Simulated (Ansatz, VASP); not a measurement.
## HfN: VASP beside Ansatz

Contents of INCAR:

```
SYSTEM = HfN
PREC = Accurate
ENCUT = 520
EDIFF = 1E-6
ISMEAR = 0
SIGMA = 0.15
LREAL = .FALSE.
LASPH = .TRUE.
NELM = 80
ALGO = Normal
ISIF = 2
LWAVE = .FALSE.
LCHARG = .FALSE.
GGA = PS
NBANDS = 14
```

Contents of KPOINTS:

```
Automatic mesh
0
G
  22 22 22
  0 0 0
```

File POSCAR:

```
HfN
1.0
    0.0000000000      2.2507757577      2.2507757577
    2.2507757577      0.0000000000      2.2507757577
    2.2507757577      2.2507757577      0.0000000000
Hf N
1 1
Direct
    0.0000000000      0.0000000000      0.0000000000
    0.5000000000      0.5000000000      0.5000000000
```

Input for Ansatz:

```yaml
crystal:
  lattice:
    - [0.0, 2.2507757579, 2.2507757579]
    - [2.2507757579, 0.0, 2.2507757579]
    - [2.2507757579, 2.2507757579, 0.0]
  atoms:
    - { symbol: Hf, position: [0.0, 0.0, 0.0] }
    - { symbol: "N", position: [0.5, 0.5, 0.5] }
basis:
  ecutwfc: 420
kpoints:
  mp_grid: { grid: [22, 22, 22] }
hamiltonian:
  xc: pbesol
scf:
  occupations: { method: gaussian, width: 0.15 }
output:
  forces: true
  stress: true
  eigenvalues: true
```

Alike in both runs: task single point; functional PBEsol; k mesh 22 × 22 × 22; occupations gaussian, width 0.15 eV; no spin polarisation.

```csv
,VASP,Ansatz
version,VASP 6.6.1,Ansatz 0.2.0
potentials or method,"VASP PAW PBE potentials, release 64 (Hf_pv, N), cutoff 520 eV","scalar-relativistic, plane waves, PAW"
valence electrons in the cell,15,31
```

Ansatz gave:

* gap on the k mesh at the Fermi level (eV): none
* pressure (GPa): 0.0

**Question.** Estimate VASP's values.

**Answer.** gap on the k mesh at the Fermi level (eV): none; pressure (GPa): -2.2.

VASP's potentials were made for PBE, not for PBEsol. A gap of «none» marks a metal or a gap that the smearing closes. VASP's potentials hold 15 valence electrons a cell and Ansatz's 31, so a difference there can come from the potentials and not from the codes.

Neither program's run includes spin-orbit coupling.
